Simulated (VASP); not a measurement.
Here is a VASP 6.6.1 calculation.

The input INCAR:

```
SYSTEM = Au
  PREC = Accurate
  ENCUT = 520
  EDIFF = 1E-6
  ISMEAR = -1
  SIGMA = 0.05
  LREAL = .FALSE.
  LASPH = .TRUE.
  NELM = 80
  ALGO = Fast
  ISIF = 2
  LWAVE = .FALSE.
  LCHARG = .FALSE.
  GGA = PS
  NBANDS = 18
```

File KPOINTS:

```
regular mesh
0
G
  11 11 6
  0 0 0
```

The input POSCAR:

```
Au
1.0
    2.8238430916      0.0000000000      0.0000000000
   -1.4119215458      2.4455198536      0.0000000000
    0.0000000000      0.0000000000      4.6877422195
Au
2
Direct
    0.6666666667      0.3333333333      0.2500000000
    0.3333333333      0.6666666667      0.7500000000
```

Potentials or basis: VASP PAW PBE potentials, release 64 (Au).

Run with:

```bash
$ cat potpaw_PBE.64/Au/POTCAR > POTCAR
$ mpirun -np 1 vasp_std > vasp.out
```

(1) Estimate the band gap on the k mesh.

(2) Predict the pressure.

## Answers

(1) zero (band 11 reaches 14.01 eV, above the bottom of band 12 at 7.41 eV).

(2) 9.7 GPa.

Caveat: the PAW data sets were made with another functional, which shifts forces and pressure a little; spin-orbit coupling is left out, which moves the levels of the heavy elements.
